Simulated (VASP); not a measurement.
SrMg, 2 atoms in the cell. Symmetry: Pm-3m, No. 221, cubic system. Conventional cell: a = 3.900 Å, b = 3.900 Å, c = 3.900 Å, α = 90.00°, β = 90.00°, γ = 90.00°. Within 4.4 Å of Sr (site symmetry m-3m) lie 8 Mg at 3.38 Å and 6 Sr at 3.90 Å. Within 4.4 Å of Mg (site symmetry m-3m) lie 8 Sr at 3.38 Å and 6 Mg at 3.90 Å. 

| Property | Result |
| --- | --- |
| Program | VASP 6.6.1 |
| Task | single point |
| Functional | PBEsol |
| Potentials or basis | VASP PAW PBE potentials, release 64 (Sr_sv, Mg) |
| Cutoff | 520 eV |
| k mesh | 12 × 12 × 12 |
| Occupations | gaussian, width 0.1 eV |
| Spin | no spin polarisation |
| Dipole correction | no |
| Further INCAR settings | ALGO = Normal; EDIFF = 1e-06; NBANDS = 13 |

Potentials or basis: VASP PAW PBE potentials, release 64 (Sr_sv, Mg).

Command:

```console
$ cat potpaw_PBE.64/Sr_sv/POTCAR potpaw_PBE.64/Mg/POTCAR > POTCAR
$ mpirun -np 1 vasp_std > vasp.out
```

Hardware: 1 thread of Intel(R) Xeon(R) Platinum 8488C (Sapphire Rapids), on a shared host.

**Question.** Estimate the wall time of this run.

**Answer.** Run time: 61 s on 1 thread of Intel(R) Xeon(R) Platinum 8488C (Sapphire Rapids), with other jobs on the host, peak memory 0.22 GiB. Counts: scf iterations 11, k points 84.
